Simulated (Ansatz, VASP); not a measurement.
**One calculation of BAs, two programs**

File POSCAR:

```
BAs
1.0
    0.0000000000      2.3918699032      2.3918699032
    2.3918699032      0.0000000000      2.3918699032
    2.3918699032      2.3918699032      0.0000000000
B As
1 1
Direct
    0.0000000000      0.0000000000      0.0000000000
    0.2500000000      0.2500000000      0.2500000000
```

Contents of INCAR.step1:

```
SYSTEM = BAs
  PREC = Accurate
  ENCUT = 520
  ISMEAR = 0
  SIGMA = 0.01
  LREAL = .FALSE.
  LASPH = .TRUE.
  NELM = 60
  NBANDS = 11
  GGA = PE
  ALGO = Normal
  EDIFF = 1E-4
  LWAVE = .TRUE.
  LCHARG = .FALSE.
```

The input INCAR.step2:

```
SYSTEM = BAs
  PREC = Accurate
  ENCUT = 520
  EDIFF = 1E-6
  ISMEAR = 0
  SIGMA = 0.01
  LREAL = .FALSE.
  LASPH = .TRUE.
  NELM = 60
  ALGO = Normal
  ISIF = 2
  LWAVE = .FALSE.
  LCHARG = .FALSE.
  METAGGA = R2SCAN
  LMIXTAU = .TRUE.
  NBANDS = 11
  ISTART = 1
```

File KPOINTS:

```
Automatic mesh
0
G
  8 8 8
  0 0 0
```

Input for Ansatz:

```yaml
crystal:
  lattice:
    - [0.0, 2.3918699032, 2.3918699032]
    - [2.3918699032, 0.0, 2.3918699032]
    - [2.3918699032, 2.3918699032, 0.0]
  atoms:
    - { symbol: B, position: [0.0, 0.0, 0.0] }
    - { symbol: As, position: [0.25, 0.25, 0.25] }
kpoints:
  mp_grid: { grid: [8, 8, 8] }
hamiltonian:
  xc: r2scan
scf:
  occupations: { method: fixed }
  n_extra_bands: 4
output:
  forces: true
  stress: true
  eigenvalues: true
```

Alike in both runs: task single point; functional r2SCAN; k mesh 8 × 8 × 8; no spin polarisation.

|  | VASP | Ansatz |
| --- | --- | --- |
| version | VASP 6.6.1 | Ansatz 0.2.0 |
| potentials or method | VASP PAW PBE potentials, release 64 (B, As) | plane waves, PAW |
| plane-wave cutoff (eV) | 520 | 500 |
| occupations | gaussian, width 0.01 eV | fixed |
| valence electrons in the cell | 8 | 18 |

```csv
,VASP,Ansatz,Ansatz less VASP
gap on the k mesh at the Fermi level (eV),1.39,1.39,0.000
pressure (GPa),0.3,0.0,-0.24
```

VASP's potentials were made for PBE, not for r2SCAN. VASP's potentials hold 8 valence electrons a cell and Ansatz's 18, so a difference there can come from the potentials and not from the codes.
